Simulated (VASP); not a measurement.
# Zn5H8O5 in VASP: notebook

Runs on Zn5H8O5. Level: PBE. Tasks: single point.

All numbers are computed with VASP 6.6.1; they aren't measurements. Logs are shortened: lines on timing, memory, paths and dates and some standing lists are left out, and cuts for length are marked.

**1. The cell of the first run**

The cell holds a wire or tube with vacuum around it, 36 atoms: a = 16.500 Å, b = 18.900 Å, c = 5.097 Å, α = 90.00°, β = 90.00°, γ = 90.00°.

**2. Single point, PBE**

The input, INCAR:

```
PREC = Accurate
ENCUT = 520
EDIFF = 1E-6
ISMEAR = 0
SIGMA = 0.05
LREAL = Auto
LASPH = True
NELM = 60
ALGO = Normal
ISIF = 2
LWAVE = False
LCHARG = False
GGA = PE
NBANDS = 122
LUSENCCL = False
```

The input, KPOINTS:

```
regular mesh
0
Gamma
  1 1 6
```

The input, POSCAR:

```
Zn5H8O5
1.0
   16.5000000000      0.0000000000      0.0000000000
    0.0000000000     18.9000000000      0.0000000000
    0.0000000000      0.0000000000      5.0973924954
Zn O H
10 10 16
Direct
    0.4328118827      0.3693016442      0.4891211480
    0.3367501885      0.5145456786      0.4891223301
    0.6662321573      0.3652810511      0.4954877762
    0.5453248735      0.5228436321      0.5211724834
    0.4494682688      0.6930342991      0.4954887293
    0.5505317312      0.3069657009      0.9954887293
    0.4546751265      0.4771563679      1.0211724834
    0.3337678427      0.6347189489      0.9954877762
    0.6632498115      0.4854543214      0.9891223301
    0.5671881173      0.6306983558      0.9891211480
    0.5507922427      0.3285845754      0.3871859027
    0.4476876241      0.4736311310      0.4083373860
    0.3553461144      0.6241066352      0.3871790871
    0.6472522040      0.4737910944      0.3883895853
    0.5476220322      0.6244323663      0.3883956273
    0.4523779678      0.3755676337      0.8883956273
    0.3527477960      0.5262089056      0.8883895853
    0.6446538856      0.3758933648      0.8871790871
    0.5523123759      0.5263688690      0.9083373860
    0.4492077573      0.6714154246      0.8871859027
    0.3663531605      0.3250381657      0.3480200564
    0.2596253246      0.4864181385      0.3479817718
    0.7386180643      0.3316029298      0.3466922228
    0.4522662700      0.7646061637      0.3467248527
    0.5477337300      0.2353938363      0.8467248527
    0.2613819357      0.6683970702      0.8466922228
    0.7403746754      0.5135818615      0.8479817718
    0.6336468395      0.6749618343      0.8480200564
    0.5484506674      0.2833394652      0.4814560409
    0.3092930889      0.6449568810      0.4814621861
    0.6922047080      0.4959867004      0.4842519792
    0.5921159902      0.6473229392      0.4842509855
    0.4078840098      0.3526770608      0.9842509855
    0.3077952920      0.5040132996      0.9842519792
    0.6907069111      0.3550431190      0.9814621861
    0.4515493326      0.7166605348      0.9814560409
```

Potentials or basis: VASP PAW PBE potentials, release 64 (Zn, O, H).

Run with:

```console
> cat potpaw_PBE.64/Zn/POTCAR potpaw_PBE.64/O/POTCAR potpaw_PBE.64/H/POTCAR > POTCAR
> mpirun -np 1 vasp_std > vasp.out
```

OUTCAR:

```text
PREC = Accurate
   ENCUT = 520
   EDIFF = 1E-6
   ISMEAR = 0
   LREAL = Auto
   LASPH = True
   NELM = 60
   ISIF = 2
   GGA = PE

 ion  position               nearest neighbor table
   1  0.433  0.369  0.489-  21 1.56  12 2.03  16 2.06  11 2.16
   2  0.337  0.515  0.489-  22 1.56  12 2.03  17 2.06  13 2.16
   3  0.666  0.365  0.495-  23 1.55  18 2.04  11 2.10  14 2.15
   4  0.545  0.523  0.521-  12 1.95  19 1.98  15 2.04  14 2.04
   5  0.449  0.693  0.495-  24 1.55  20 2.04  13 2.10  15 2.15
   6  0.551  0.307  0.995-  25 1.55  11 2.04  18 2.10  16 2.15
[... 12 lines left out ...]
  19  0.552  0.526  0.908-   7 1.95   4 1.98  10 2.03   9 2.03
  20  0.449  0.671  0.887-  36 0.98   5 2.04   8 2.10  10 2.16
  21  0.366  0.325  0.348-   1 1.56
  22  0.260  0.486  0.348-   2 1.56
  23  0.739  0.332  0.347-   3 1.55
  24  0.452  0.765  0.347-   5 1.55
  25  0.548  0.235  0.847-   6 1.55
  26  0.261  0.668  0.847-   8 1.55
[... 8 lines left out ...]
  35  0.691  0.355  0.981-  18 0.98
  36  0.452  0.717  0.981-  20 0.98

  LATTYP: Found a simple orthorhombic cell.
 ALAT       =     5.0973924954
 B/A-ratio  =     3.2369490901
 C/A-ratio  =     3.7077780487

  Lattice vectors:

 A1 = (   0.0000000000,   0.0000000000,   5.0973924954)
 A2 = (  16.5000000000,   0.0000000000,   0.0000000000)
 A3 = (   0.0000000000,  18.9000000000,   0.0000000000)

Analysis of symmetry for initial positions (statically):
=====================================================================
 Subroutine PRICEL returns:
 Original cell was already a primitive cell.

 Routine SETGRP: Setting up the symmetry group for a
 simple orthorhombic supercell.

 Subroutine GETGRP returns: Found  2 space group operations
 (whereof  1 operations were pure point group operations)
 out of a pool of  8 trial point group operations.

The static configuration has the point symmetry C_1 .
 The point group associated with its full space group is C_2 .

Analysis of symmetry for dynamics (positions and initial velocities):
=====================================================================
 Subroutine PRICEL returns:
 Original cell was already a primitive cell.

 Routine SETGRP: Setting up the symmetry group for a
 simple orthorhombic supercell.

 Subroutine GETGRP returns: Found  2 space group operations
 (whereof  1 operations were pure point group operations)
 out of a pool of  8 trial point group operations.

The dynamic configuration has the point symmetry C_1 .
 The point group associated with its full space group is C_2 .

 Subroutine INISYM returns: Found  2 space group operations
 (whereof  1 operations are pure point group operations),
 and found     1 'primitive' translations

----------------------------------------------------------------------------------------

                                     Primitive cell

  volume of cell :    1589.6218

  direct lattice vectors                    reciprocal lattice vectors
    16.500000000  0.000000000  0.000000000     0.060606061  0.000000000  0.000000000
     0.000000000 18.900000000  0.000000000     0.000000000  0.052910053  0.000000000
     0.000000000  0.000000000  5.097392495     0.000000000  0.000000000  0.196178733

  length of vectors
    16.500000000 18.900000000  5.097392495     0.060606061  0.052910053  0.196178733

  position of ions in fractional coordinates (direct lattice)
     0.432811883  0.369301644  0.489121148
     0.336750188  0.514545679  0.489122330
     0.666232157  0.365281051  0.495487776
     0.545324874  0.522843632  0.521172483
     0.449468269  0.693034299  0.495488729
     0.550531731  0.306965701  0.995488729
[... 28 lines left out ...]
     0.690706911  0.355043119  0.981462186
     0.451549333  0.716660535  0.981456041

  ion indices of the primitive-cell ions
   primitive index   ion index
                 1           1
                 2           2
                 3           3
                 4           4
                 5           5
                 6           6
[... 28 lines left out ...]
                35          35
                36          36

----------------------------------------------------------------------------------------

 KPOINTS: regular mesh

Automatic generation of k-mesh.
 Grid dimensions read from file:
 generate k-points for:    1    1    6

 Generating k-lattice:

  Cartesian coordinates                     Fractional coordinates (reciprocal lattice)
     0.060606061  0.000000000  0.000000000     1.000000000  0.000000000  0.000000000
     0.000000000  0.052910053  0.000000000     0.000000000  1.000000000  0.000000000
     0.000000000  0.000000000  0.032696455     0.000000000  0.000000000  0.166666667

  Length of vectors
     0.060606061  0.052910053  0.032696455

  Shift w.r.t. Gamma in fractional coordinates (k-lattice)
     0.000000000  0.000000000  0.000000000

 Subroutine IBZKPT returns following result:
 ===========================================

 Found      4 irreducible k-points:

 Following reciprocal coordinates:
            Coordinates               Weight
  0.000000  0.000000  0.000000      1.000000
  0.000000  0.000000  0.166667      2.000000
  0.000000  0.000000  0.333333      2.000000
  0.000000  0.000000  0.500000      1.000000
   k-points           NKPTS =      4   k-points in BZ     NKDIM =      4   number of bands    NBANDS=    122
   number of dos      NEDOS =    301   number of ions     NIONS =     36
   total plane-waves  NPLWV = 725760
   dimension x,y,z NGX =   126 NGY =  144 NGZ =   40
   dimension x,y,z NGXF=   252 NGYF=  288 NGZF=   80
   ions per type =              10  10  16
   NGX,Y,Z   is equivalent  to a cutoff of  12.70, 12.67, 13.05 a.u.
   NGXF,Y,Z  is equivalent  to a cutoff of  25.39, 25.33, 26.09 a.u.
 SYSTEM =  unknown system
   PREC   = accura    normal or accurate (medium, high low for compatibility)
   ISTART =      0    job   : 0-new  1-cont  2-samecut
   ICHARG =      2    charge: 1-file 2-atom 10-const
   ISPIN  =      1    spin polarized calculation?
   LNONCOLLINEAR =      F non collinear calculations
   LSORBIT =      F    spin-orbit coupling
   LASPH  =      T    aspherical Exc in radial PAW
   ENCUT  =  520.0 eV  38.22 Ry    6.18 a.u.  30.68 35.14  9.48*2*pi/ulx,y,z
   NELM   =     60;   NELMIN=  2; NELMDL= -5     # of ELM steps
   EDIFF  = 0.1E-05   stopping-criterion for ELM
   LREAL  =      T    real-space projection
   EDIFFG = 0.1E-04   stopping-criterion for IOM
   NSW    =      0    number of steps for IOM
   IBRION =     -1    ionic relax: 0-MD 1-quasi-New 2-CG
   NFREE  =      0    steps in history (QN), initial steepest desc. (CG)
   ISIF   =      2    stress and relaxation
   ISYM   =      2    0-nonsym 1-usesym 2-fastsym
   POTIM  = 0.5000    time-step for ionic-motion
   TEBEG  =    0.0;   TEEND  =   0.0 temperature during run
   PSTRESS=    0.0 pullay stress
   NELECT =     196.0000    total number of electrons
   NUPDOWN=      -1.0000    fix difference up-down
   EMIN   =  10.00;   EMAX   =-10.00  energy-range for DOS
   EFERMI =   0.00;   METHOD = LEGACY
   ISMEAR =     0;   SIGMA  =   0.05  broadening in eV -4-tet -1-fermi 0-gaus
   EFERMI_NEDOS =   21; number of points for ismear=-14 and -15
   IALGO  =     38    algorithm
   IMIX   =      4    mixing-type and parameters
     AMIX     =   0.40;   BMIX     =  1.00
     AMIX_MAG =   1.60;   BMIX_MAG =  1.00
  volume/ion in A,a.u.               =      44.16       297.98
  Fermi-wavevector in a.u.,A,eV,Ry     =   0.814821  1.539789  9.033362  0.663933
  Thomas-Fermi vector in A             =   1.924797
   LORBIT       =      0    0 simple, 1 ext, 2 COOP (PROOUT), +10 PAW based schemes
   GGA     = PE    functional components
   LHFCALC =     F    Hartree Fock is set to
   AEXX    =    0.0000 exact exchange contribution
   IVDW    =     0    specifies the selected vdW correction
   LEPSILON=     F    determine dielectric tensor
   LRPA    =     F    only Hartree local field effects (RPA)
 non-spin polarized calculation
 Gauss-broadening in eV      SIGMA  =   0.05
  energy-cutoff  :      520.00
  volume of cell :     1589.62
 maximum number of plane-waves:     42877
 NGX is ok and might be reduce to   126
   NGX = 61   NGY = 71   NGZ = 19

 number of electron     196.0000007 magnetization

 Free energy of the ion-electron system (eV)
  ---------------------------------------------------
  ext. energy  EPLUGINS =         0.00000000
  ---------------------------------------------------
  free energy    TOTEN  =      -140.68927679 eV

  energy without entropy =     -140.68927679  energy(sigma->0) =     -140.68927679

 E-fermi :  -5.1887     XC(G=0):  -2.8794

 val. band max:       -5.4241912692   @ k =   0.0000   0.0000   0.0000
 cond. band min:      -1.6461721500   @ k =   0.0000   0.0000   0.0000
 fundamental gap:      3.7780191192
 Fermi energy:        -5.1886598985

 k-point     1 :       0.0000    0.0000    0.0000
  band No.  band energies     occupation
      1     -24.3493      2.00000
      2     -24.2786      2.00000
      3     -24.2639      2.00000
      4     -24.1852      2.00000
      5     -24.0538      2.00000
      6     -24.0246      2.00000
[... 102 lines left out ...]
    109       1.1380      0.00000
    110       1.1863      0.00000

 k-point     2 :       0.0000    0.0000    0.1667
  band No.  band energies     occupation
      1     -24.3302      2.00000
      2     -24.2592      2.00000
      3     -24.2565      2.00000
      4     -24.1784      2.00000
      5     -24.0512      2.00000
      6     -24.0261      2.00000
[... 102 lines left out ...]
    109       1.0043      0.00000
    110       1.1642      0.00000

 k-point     3 :       0.0000    0.0000    0.3333
  band No.  band energies     occupation
      1     -24.2854      2.00000
      2     -24.2434      2.00000
      3     -24.2118      2.00000
      4     -24.1655      2.00000
      5     -24.0417      2.00000
      6     -24.0273      2.00000
[... 102 lines left out ...]
    109       1.2323      0.00000
    110       1.4277      0.00000

 k-point     4 :       0.0000    0.0000    0.5000
  band No.  band energies     occupation
      1     -24.2481      2.00000
      2     -24.2481      2.00000
      3     -24.1703      2.00000
      4     -24.1703      2.00000
      5     -24.0163      2.00000
      6     -24.0163      2.00000
[... 102 lines left out ...]
    109       1.7522      0.00000
    110       1.7522      0.00000
 [bands above 110 left out]

------------------------ aborting loop because EDIFF is reached ----------------------------------------

  FORCE on cell =-STRESS in cart. coord.  units (eV):
  Direction    XX          YY          ZZ          XY          YZ          ZX
  --------------------------------------------------------------------------------------
  -------------------------------------------------------------------------------------
  Total        0.8190634      0.6483339      0.8055159      0.1238899      0.0000000      0.0000000
  in kB        0.8255327      0.6534547      0.8118782      0.1248684      0.0000000      0.0000000
  external PRESSURE =       0.7636219 kB  Pullay stress =       0.0000000 kB

 VOLUME and BASIS-vectors are now :
 -----------------------------------------------------------------------------
  energy-cutoff  :      520.00
  volume of cell :     1589.62
      direct lattice vectors                 reciprocal lattice vectors
    16.500000000  0.000000000  0.000000000     0.060606061  0.000000000  0.000000000
     0.000000000 18.900000000  0.000000000     0.000000000  0.052910053  0.000000000
     0.000000000  0.000000000  5.097392495     0.000000000  0.000000000  0.196178733

 POSITION                                       TOTAL-FORCE (eV/Angst)
 -----------------------------------------------------------------------------------
      7.14140      6.97980      2.49324        -0.014884     -0.032922     -0.019023
      5.55638      9.72491      2.49325        -0.038484      0.003519     -0.020103
     10.99283      6.90381      2.52570         0.021352     -0.005354     -0.035700
      8.99786      9.88174      2.65662         0.013133      0.008633     -0.014971
      7.41623     13.09835      2.52570         0.005621      0.020253     -0.034253
      9.08377      5.80165      5.07440        -0.005621     -0.020253     -0.034253
[... 28 lines left out ...]
     11.39666      6.71031      5.00290         0.080239     -0.041223      0.059338
      7.45056     13.54488      5.00287         0.004263      0.090368      0.059529
 -----------------------------------------------------------------------------------
    total drift:                               -0.000000      0.000001     -0.003521

  FREE ENERGIE OF THE ION-ELECTRON SYSTEM (eV)
  ---------------------------------------------------
  free  energy   TOTEN  =      -140.6892767910 eV

  energy  without entropy=     -140.6892767910  energy(sigma->0) =     -140.68927679
```

Run time: 2.1 min. Hardware: 1 × NVIDIA H100 80GB with 1 thread of Intel Xeon Platinum 8481C at 2.70GHz (Sapphire Rapids), shared host; peak memory 2.1 GiB.

Results:

* Free energy: -140.6893 eV
* Largest force: 0.108 eV/Å
* Band gap on the k mesh: 3.78 eV

Forces in eV/Å, atoms in the order of the input:
```
Zn  -0.015 -0.033 -0.019
Zn  -0.038  0.004 -0.020
Zn   0.021 -0.005 -0.036
Zn   0.013  0.009 -0.015
Zn   0.006  0.020 -0.034
Zn  -0.006 -0.020 -0.034
Zn  -0.013 -0.009 -0.015
Zn  -0.021  0.005 -0.036
Zn   0.038 -0.004 -0.020
Zn   0.015  0.033 -0.019
O   -0.007  0.068 -0.017
O   -0.024 -0.013  0.020
O    0.061 -0.036 -0.016
O   -0.037 -0.042 -0.030
O   -0.050 -0.013 -0.033
O    0.050  0.013 -0.033
O    0.037  0.042 -0.030
O   -0.061  0.036 -0.016
O    0.024  0.013  0.020
O    0.007 -0.068 -0.017
H   -0.010 -0.008 -0.009
H   -0.012 -0.005 -0.009
H    0.012 -0.007 -0.009
H    0.000  0.014 -0.009
H    0.000 -0.014 -0.009
H   -0.012  0.007 -0.009
H    0.012  0.005 -0.009
H    0.010  0.008 -0.009
H   -0.004 -0.090  0.060
H   -0.080  0.041  0.059
H    0.075  0.041  0.058
H    0.073  0.044  0.058
H   -0.073 -0.044  0.058
H   -0.075 -0.041  0.058
H    0.080 -0.041  0.059
H    0.004  0.090  0.060
```

**3. Single point, PBE**

This run uses another cell than the first one.

The input, INCAR:

```
PREC = Accurate
ENCUT = 520
EDIFF = 1E-6
ISMEAR = 0
SIGMA = 0.05
LREAL = Auto
LASPH = True
NELM = 80
ALGO = Normal
ISIF = 2
LWAVE = False
LCHARG = True
GGA = PE
LELF = True
LVHAR = True
NBANDS = 122
LUSENCCL = False
```

KPOINTS is that of step 2.

The input, POSCAR:

```
Zn5H8O5
1.0
   16.5000000000      0.0000000000      0.0000000000
    0.0000000000     18.9000000000      0.0000000000
    0.0000000000      0.0000000000      5.2933196379
Zn O H
10 10 16
Direct
    0.4503106609      0.3747739340      0.4999697863
    0.3509319827      0.5250452132      0.4999697863
    0.6490680173      0.3747739340      0.4999697863
    0.5496893391      0.5250452132      0.4999697863
    0.4503106609      0.6753164924      0.4999697863
    0.5496893391      0.3246835076      0.9999697863
    0.4503106609      0.4749547868      0.9999697863
    0.3509319827      0.6252260660      0.9999697863
    0.6490680173      0.4749547868      0.9999697863
    0.5496893391      0.6252260660      0.9999697863
    0.5496893391      0.3246835076      0.3790402137
    0.4503106609      0.4749547868      0.3790402137
    0.3509319827      0.6252260660      0.3790402137
    0.6490680173      0.4749547868      0.3790402137
    0.5496893391      0.6252260660      0.3790402137
    0.4503106609      0.3747739340      0.8790402137
    0.3509319827      0.5250452132      0.8790402137
    0.6490680173      0.3747739340      0.8790402137
    0.5496893391      0.5250452132      0.8790402137
    0.4503106609      0.6753164924      0.8790402137
    0.3732419235      0.3359285198      0.4061882061
    0.2738632453      0.4861997990      0.4061882061
    0.7261367547      0.3359285198      0.4061882061
    0.4503106609      0.7530073208      0.4061882061
    0.5496893391      0.2469926792      0.9061882061
    0.2738632453      0.6640714802      0.9061882061
    0.7261367547      0.5138002010      0.9061882061
    0.6267580765      0.6640714802      0.9061882061
    0.5496893391      0.2760640860      0.4377293316
    0.3027018696      0.6495357768      0.4377293316
    0.6972981304      0.4992644976      0.4377293316
    0.5979194522      0.6495357768      0.4377293316
    0.4020805478      0.3504642232      0.9377293316
    0.3027018696      0.5007355024      0.9377293316
    0.6972981304      0.3504642232      0.9377293316
    0.4503106609      0.7239359140      0.9377293316
```

Potentials or basis: VASP PAW PBE potentials, release 64 (Zn, O, H).

Run with:

```console
> cat potpaw_PBE.64/Zn/POTCAR potpaw_PBE.64/O/POTCAR potpaw_PBE.64/H/POTCAR > POTCAR
> mpirun -np 1 vasp_std > vasp.out
```

It took 3.1 min on 1 × NVIDIA H100 80GB with 1 thread of Intel Xeon Platinum 8481C at 2.70GHz (Sapphire Rapids), shared host; peak memory 2.1 GiB.

The run converged. Its results:

* Free energy: -137.7289 eV
* Largest force: 1.742 eV/Å
* Band gap on the k mesh: 2.22 eV (least direct gap 2.29 eV)

Forces on the atoms (eV/Å):
```
Zn  -1.384 -0.509 -0.636
Zn  -1.132 -0.944 -0.636
Zn   1.435 -0.964 -0.210
Zn  -0.184 -0.106  0.434
Zn  -0.117  1.726 -0.210
Zn   0.117 -1.726 -0.210
Zn   0.184  0.106  0.434
Zn  -1.435  0.964 -0.210
Zn   1.132  0.944 -0.636
Zn   1.384  0.509 -0.636
O    0.050  0.922  0.285
O    1.253  0.720  0.073
O    0.824 -0.415  0.288
O   -0.972  0.218  0.311
O   -0.296 -0.955  0.316
O    0.296  0.955  0.316
O    0.972 -0.218  0.311
O   -0.824  0.415  0.288
O   -1.253 -0.720  0.073
O   -0.050 -0.922  0.285
H   -0.305 -0.221 -0.190
H   -0.344 -0.153 -0.190
H    0.319 -0.143 -0.209
H    0.035  0.347 -0.209
H   -0.035 -0.347 -0.209
H   -0.319  0.143 -0.209
H    0.344  0.153 -0.190
H    0.305  0.221 -0.190
H    0.024 -0.297  0.182
H   -0.245  0.169  0.182
H    0.372  0.059  0.210
H    0.237  0.293  0.210
H   -0.237 -0.293  0.210
H   -0.372 -0.059  0.210
H    0.245 -0.169  0.182
H   -0.024  0.297  0.182
```

Levels at points of the mesh, in eV from the valence-band top:
```csv
k point,band 94,band 95,band 96,band 97,band 98,band 99,band 100,band 101,band 102,band 103
"(0.00, 0.00, 0.00)",-0.45,-0.31,-0.26,-0.22,-0.07,2.22,3.69,4.50,4.94,5.13
"(0.00, 0.00, 0.50)",-0.40,-0.12,-0.12,0.00,0.00,3.14,3.14,3.88,3.88,4.16
```
